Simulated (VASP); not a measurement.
# Al2Ga3Sb3 (P-4m2) in VASP: single point with PBE

Aim: the single point of Al2Ga3Sb3 with PBE.

Program: VASP 6.6.1. These are calculated values, not measurements. Logs are shortened: lines on timing, memory, paths and dates and some standing lists are left out, and cuts for length are marked.

## 1. The cell of the first run

It takes space group P-4m2 (No. 115, tetragonal). The conventional cell has a = 4.298 Å, b = 4.298 Å, c = 12.633 Å, α = 90.00°, β = 90.00°, γ = 90.00°. Al (site symmetry 2mm) has 4 Sb at 2.68 Å within 3.5 Å. Ga (site symmetry 2mm) has 2 Ga at 2.63 Å and 2 Sb at 2.68 Å within 3.5 Å. Ga (site symmetry -4m2) has 4 Ga at 2.63 Å within 3.5 Å. Sb (site symmetry 2mm) has 2 Al at 2.68 Å and 2 Ga at 2.68 Å within 3.5 Å. Sb (site symmetry -4m2) has 4 Al at 2.68 Å within 3.5 Å.

## 2. Single point, PBE

Contents of INCAR:

```
SYSTEM = Al2Ga3Sb3
ALGO = Fast ; EDIFF = 1E-6
ENCUT = 520 ; GGA = PE
ISIF = 2 ; ISMEAR = 0
LASPH = .True. ; LCHARG = .False.
LREAL = .False. ; LWAVE = .False.
NBANDS = 40 ; NELM = 80
PREC = Accurate ; SIGMA = 0.1
```

Contents of KPOINTS:

```
k-points
0
Gamma
  8 8 4
  0 0 0
```

Contents of POSCAR:

```
Al2Ga3Sb3
1.0
    4.2983934319      0.0000000000      0.0000000000
    0.0000000000      4.2983934319      0.0000000000
    0.0000000000      0.0000000000     12.6333159993
Al Ga Sb
2 3 3
Direct
    0.5000000000      0.0000000000      0.8737556856
    0.0000000000      0.5000000000      0.1262443144
    0.0000000000      0.5000000000      0.6199436130
    0.0000000000      0.0000000000      0.5000000000
    0.5000000000      0.0000000000      0.3800563870
    0.5000000000      0.5000000000      0.2529619792
    0.5000000000      0.5000000000      0.7470380208
    0.0000000000      0.0000000000      0.0000000000
```

Potentials or basis: VASP PAW PBE potentials, release 64 (Al, Ga_d, Sb).

On the command line:

```
cat potpaw_PBE.64/Al/POTCAR potpaw_PBE.64/Ga_d/POTCAR potpaw_PBE.64/Sb/POTCAR > POTCAR
mpirun -np 1 vasp_std > vasp.out
```

OUTCAR:

```text
SYSTEM = Al2Ga3Sb3
   EDIFF = 1E-6
   ENCUT = 520
   GGA = PE
   ISIF = 2
   ISMEAR = 0
   LASPH = .True.
   LREAL = .False.
   NELM = 80
   PREC = Accurate

 ion  position               nearest neighbor table
   1  0.500  0.000  0.874-   8 2.68   8 2.68   7 2.68   7 2.68
   2  0.000  0.500  0.126-   8 2.68   8 2.68   6 2.68   6 2.68
   3  0.000  0.500  0.620-   4 2.63   4 2.63   7 2.68   7 2.68
   4  0.000  0.000  0.500-   3 2.63   5 2.63   3 2.63   5 2.63
   5  0.500  0.000  0.380-   4 2.63   4 2.63   6 2.68   6 2.68
   6  0.500  0.500  0.253-   2 2.68   2 2.68   5 2.68   5 2.68
   7  0.500  0.500  0.747-   1 2.68   1 2.68   3 2.68   3 2.68
   8  0.000  0.000  0.000-   1 2.68   2 2.68   2 2.68   1 2.68

  LATTYP: Found a simple tetragonal cell.
 ALAT       =     4.2983934319
 C/A-ratio  =     2.9390785649

  Lattice vectors:

 A1 = (   4.2983934319,   0.0000000000,   0.0000000000)
 A2 = (   0.0000000000,   4.2983934319,   0.0000000000)
 A3 = (   0.0000000000,   0.0000000000,  12.6333159993)

Analysis of symmetry for initial positions (statically):
=====================================================================
 Subroutine PRICEL returns:
 Original cell was already a primitive cell.

 Routine SETGRP: Setting up the symmetry group for a
 simple tetragonal supercell.

 Subroutine GETGRP returns: Found  8 space group operations
 (whereof  8 operations were pure point group operations)
 out of a pool of 16 trial point group operations.

The static configuration has the point symmetry D_2d.

Analysis of symmetry for dynamics (positions and initial velocities):
=====================================================================
 Subroutine PRICEL returns:
 Original cell was already a primitive cell.

 Routine SETGRP: Setting up the symmetry group for a
 simple tetragonal supercell.

 Subroutine GETGRP returns: Found  8 space group operations
 (whereof  8 operations were pure point group operations)
 out of a pool of 16 trial point group operations.

The dynamic configuration has the point symmetry D_2d.

 Subroutine INISYM returns: Found  8 space group operations
 (whereof  8 operations are pure point group operations),
 and found     1 'primitive' translations

----------------------------------------------------------------------------------------

                                     Primitive cell

  volume of cell :     233.4155

  direct lattice vectors                    reciprocal lattice vectors
     4.298393432  0.000000000  0.000000000     0.232645060  0.000000000  0.000000000
     0.000000000  4.298393432  0.000000000     0.000000000  0.232645060  0.000000000
     0.000000000  0.000000000 12.633315999     0.000000000  0.000000000  0.079155781

  length of vectors
     4.298393432  4.298393432 12.633315999     0.232645060  0.232645060  0.079155781

  position of ions in fractional coordinates (direct lattice)
     0.500000000  0.000000000  0.873755686
     0.000000000  0.500000000  0.126244314
     0.000000000  0.500000000  0.619943613
     0.000000000  0.000000000  0.500000000
     0.500000000  0.000000000  0.380056387
     0.500000000  0.500000000  0.252961979
     0.500000000  0.500000000  0.747038021
     0.000000000  0.000000000  0.000000000

  ion indices of the primitive-cell ions
   primitive index   ion index
                 1           1
                 2           2
                 3           3
                 4           4
                 5           5
                 6           6
                 7           7
                 8           8

----------------------------------------------------------------------------------------

 KPOINTS: k-points

Automatic generation of k-mesh.
 Grid dimensions read from file:
 generate k-points for:    8    8    4

 Generating k-lattice:

  Cartesian coordinates                     Fractional coordinates (reciprocal lattice)
     0.029080633  0.000000000  0.000000000     0.125000000  0.000000000  0.000000000
     0.000000000  0.029080633  0.000000000     0.000000000  0.125000000  0.000000000
     0.000000000  0.000000000  0.019788945     0.000000000  0.000000000  0.250000000

  Length of vectors
     0.029080633  0.029080633  0.019788945

  Shift w.r.t. Gamma in fractional coordinates (k-lattice)
     0.000000000  0.000000000  0.000000000

 Subroutine IBZKPT returns following result:
 ===========================================

 Found     45 irreducible k-points:

 Following reciprocal coordinates:
            Coordinates               Weight
  0.000000  0.000000  0.000000      1.000000
  0.125000  0.000000  0.000000      4.000000
  0.250000  0.000000  0.000000      4.000000
  0.375000  0.000000  0.000000      4.000000
  0.500000  0.000000  0.000000      2.000000
  0.125000  0.125000  0.000000      4.000000
[... 16 lines left out ...]
  0.375000  0.125000  0.250000     16.000000
  0.500000  0.125000  0.250000      8.000000
 [... further k-points ...]
   k-points           NKPTS =     45   k-points in BZ     NKDIM =     45   number of bands    NBANDS=     40
   number of dos      NEDOS =    301   number of ions     NIONS =      8
   total plane-waves  NPLWV =  98304
   dimension x,y,z NGX =    32 NGY =   32 NGZ =   96
   dimension x,y,z NGXF=    64 NGYF=   64 NGZF=  192
   ions per type =               2   3   3
   NGX,Y,Z   is equivalent  to a cutoff of  12.38, 12.38, 12.63 a.u.
   NGXF,Y,Z  is equivalent  to a cutoff of  24.75, 24.75, 25.27 a.u.
 SYSTEM =  Al2Ga3Sb3
   PREC   = accura    normal or accurate (medium, high low for compatibility)
   ISTART =      0    job   : 0-new  1-cont  2-samecut
   ICHARG =      2    charge: 1-file 2-atom 10-const
   ISPIN  =      1    spin polarized calculation?
   LNONCOLLINEAR =      F non collinear calculations
   LSORBIT =      F    spin-orbit coupling
   LASPH  =      T    aspherical Exc in radial PAW
   ENCUT  =  520.0 eV  38.22 Ry    6.18 a.u.   7.99  7.99 23.49*2*pi/ulx,y,z
   NELM   =     80;   NELMIN=  2; NELMDL= -5     # of ELM steps
   EDIFF  = 0.1E-05   stopping-criterion for ELM
   LREAL  =      F    real-space projection
   EDIFFG = 0.1E-04   stopping-criterion for IOM
   NSW    =      0    number of steps for IOM
   IBRION =     -1    ionic relax: 0-MD 1-quasi-New 2-CG
   NFREE  =      0    steps in history (QN), initial steepest desc. (CG)
   ISIF   =      2    stress and relaxation
   ISYM   =      2    0-nonsym 1-usesym 2-fastsym
   POTIM  = 0.5000    time-step for ionic-motion
   TEBEG  =    0.0;   TEEND  =   0.0 temperature during run
   PSTRESS=    0.0 pullay stress
   NELECT =      60.0000    total number of electrons
   NUPDOWN=      -1.0000    fix difference up-down
   EMIN   =  10.00;   EMAX   =-10.00  energy-range for DOS
   EFERMI =   0.00;   METHOD = LEGACY
   ISMEAR =     0;   SIGMA  =   0.10  broadening in eV -4-tet -1-fermi 0-gaus
   EFERMI_NEDOS =   21; number of points for ismear=-14 and -15
   IALGO  =     68    algorithm
   IMIX   =      4    mixing-type and parameters
     AMIX     =   0.40;   BMIX     =  1.00
     AMIX_MAG =   1.60;   BMIX_MAG =  1.00
  volume/ion in A,a.u.               =      29.18       196.90
  Fermi-wavevector in a.u.,A,eV,Ry     =   1.040915  1.967045 14.741973  1.083504
  Thomas-Fermi vector in A             =   2.175512
   LORBIT       =      0    0 simple, 1 ext, 2 COOP (PROOUT), +10 PAW based schemes
   GGA     = PE    functional components
   LHFCALC =     F    Hartree Fock is set to
   AEXX    =    0.0000 exact exchange contribution
   IVDW    =     0    specifies the selected vdW correction
   LEPSILON=     F    determine dielectric tensor
   LRPA    =     F    only Hartree local field effects (RPA)
 non-spin polarized calculation
 RMM-DIIS sequential band-by-band and
 Gauss-broadening in eV      SIGMA  =   0.10
  energy-cutoff  :      520.00
  volume of cell :      233.42
 maximum number of plane-waves:      6344
 NGX is ok and might be reduce to    32
   NGX = 15   NGY = 15   NGZ = 47

 number of electron      59.9999998 magnetization

 Free energy of the ion-electron system (eV)
  ---------------------------------------------------
  ext. energy  EPLUGINS =         0.00000000
  ---------------------------------------------------
  free energy    TOTEN  =       -28.80381339 eV

  energy without entropy =      -28.78989892  energy(sigma->0) =      -28.79685616

 E-fermi :   3.7526     XC(G=0):  -8.7378

 val. band max:        3.7307299130   @ k =   0.2500   0.0000   0.5000
 cond. band min:       3.7613149796   @ k =   0.2500   0.1250   0.2500
 fundamental gap:      0.0305850666
 Fermi energy:         3.7526076017

 k-point     1 :       0.0000    0.0000    0.0000
  band No.  band energies     occupation
      1     -10.8085      2.00000
      2     -10.8085      2.00000
      3     -10.7882      2.00000
      4     -10.7539      2.00000
      5     -10.7336      2.00000
      6     -10.6356      2.00000
[... 32 lines left out ...]
     39       7.2232      0.00000
     40       7.3625      0.00000

 k-point     2 :       0.1250    0.0000    0.0000
  band No.  band energies     occupation
      1     -10.8177      2.00000
      2     -10.8095      2.00000
      3     -10.7855      2.00000
      4     -10.7415      2.00000
      5     -10.7334      2.00000
      6     -10.6365      2.00000
[... 32 lines left out ...]
     39       7.5059      0.00000
     40       7.6557      0.00000

 k-point     3 :       0.2500    0.0000    0.0000
  band No.  band energies     occupation
      1     -10.8251      2.00000
      2     -10.8119      2.00000
      3     -10.7858      2.00000
      4     -10.7330      2.00000
      5     -10.7224      2.00000
      6     -10.6399      2.00000
[... 32 lines left out ...]
     39       7.9618      0.00000
     40       8.4505      0.00000

 k-point     4 :       0.3750    0.0000    0.0000
  band No.  band energies     occupation
      1     -10.8220      2.00000
      2     -10.8141      2.00000
      3     -10.7916      2.00000
      4     -10.7328      2.00000
      5     -10.7132      2.00000
      6     -10.6442      2.00000
[... 32 lines left out ...]
     39       8.2310      0.00000
     40       8.3644      0.00000
[... 772 lines left out ...]
     39       8.3386      0.00000
     40       8.5807      0.00000

 k-point    23 :       0.3750    0.1250    0.2500
  band No.  band energies     occupation
      1     -10.8277      2.00000
      2     -10.8150      2.00000
      3     -10.7898      2.00000
      4     -10.7334      2.00000
      5     -10.6979      2.00000
      6     -10.6428      2.00000
[... 32 lines left out ...]
     39       8.1098      0.00000
     40       8.6413      0.00000

 k-point    24 :       0.5000    0.1250    0.2500
  band No.  band energies     occupation
      1     -10.8270      2.00000
      2     -10.8080      2.00000
      3     -10.7989      2.00000
      4     -10.7334      2.00000
      5     -10.6960      2.00000
      6     -10.6434      2.00000
[... 32 lines left out ...]
     39       8.0608      0.00000
     40       8.4718      0.00000

 [... further k-points ...]
[... 5 lines left out ...]
  --------------------------------------------------------------------------------------
  -------------------------------------------------------------------------------------
  Total        0.1997772      0.1997772      0.2145594      0.0000000      0.0000000      0.0000000
  in kB        1.3712825      1.3712825      1.4727477      0.0000000      0.0000000      0.0000000
  external PRESSURE =       1.4051042 kB  Pullay stress =       0.0000000 kB

 VOLUME and BASIS-vectors are now :
 -----------------------------------------------------------------------------
  energy-cutoff  :      520.00
  volume of cell :      233.42
      direct lattice vectors                 reciprocal lattice vectors
     4.298393432  0.000000000  0.000000000     0.232645060  0.000000000  0.000000000
     0.000000000  4.298393432  0.000000000     0.000000000  0.232645060  0.000000000
     0.000000000  0.000000000 12.633315999     0.000000000  0.000000000  0.079155781

 POSITION                                       TOTAL-FORCE (eV/Angst)
 -----------------------------------------------------------------------------------
      2.14920      0.00000     11.03843        -0.000000      0.000000     -0.000183
      0.00000      2.14920      1.59488        -0.000000      0.000000      0.000183
      0.00000      2.14920      7.83194         0.000000      0.000000     -0.012007
      0.00000      0.00000      6.31666        -0.000000      0.000000     -0.000000
      2.14920      0.00000      4.80137        -0.000000      0.000000      0.012007
      2.14920      2.14920      3.19575        -0.000000     -0.000000      0.007215
      2.14920      2.14920      9.43757        -0.000000     -0.000000     -0.007215
      0.00000      0.00000      0.00000         0.000000      0.000000     -0.000000
 -----------------------------------------------------------------------------------
    total drift:                                0.000000      0.000000      0.000000

  FREE ENERGIE OF THE ION-ELECTRON SYSTEM (eV)
  ---------------------------------------------------
  free  energy   TOTEN  =       -28.8038133904 eV

  energy  without entropy=      -28.7898989211  energy(sigma->0) =      -28.79685616
```

Wall time 5.2 min (1 thread of Intel Xeon Platinum 8559C (Emerald Rapids), shared host); peak memory 0.54 GiB.

Results:

```
Free energy            : -28.8038 eV
Pressure               : 0.1 GPa
Largest force          : 0.012 eV/Å
Band gap on the k mesh : zero (band 30 reaches 5.07 eV, above the bottom of band 31 at 2.85 eV)
```

Forces in eV/Å, atoms in the order of the input:
```
Al   0.000  0.000  0.000
Al   0.000  0.000  0.000
Ga   0.000  0.000 -0.012
Ga   0.000  0.000  0.000
Ga   0.000  0.000  0.012
Sb   0.000  0.000  0.007
Sb   0.000  0.000 -0.007
Sb   0.000  0.000  0.000
```

Levels at points of the mesh, in eV from the Fermi level:
| k point | band 27 | band 28 | band 29 | band 30 | band 31 | band 32 | band 33 | band 34 |
| --- | --- | --- | --- | --- | --- | --- | --- | --- |
| (0.00, 0.00, 0.00) | -0.52 | -0.52 | 0.59 | 1.32 | 1.35 | 1.35 | 1.71 | 1.91 |
| (0.50, 0.00, 0.00) | -0.62 | -0.47 | -0.42 | -0.13 | 1.19 | 1.36 | 1.60 | 2.84 |
| (0.50, 0.50, 0.00) | -2.44 | -2.05 | -1.46 | -1.46 | -0.78 | 1.55 | 1.70 | 1.70 |
| (0.00, 0.00, 0.50) | -0.80 | -0.25 | -0.25 | 1.08 | 1.08 | 1.68 | 1.81 | 2.34 |
| (0.50, 0.00, 0.50) | -0.90 | -0.70 | -0.61 | -0.42 | 1.19 | 2.26 | 2.42 | 2.54 |
| (0.50, 0.50, 0.50) | -2.31 | -2.30 | -1.62 | -1.62 | -0.90 | 2.12 | 2.46 | 2.46 |

Caveat: spin-orbit coupling is left out, which moves the levels of the heavy elements.
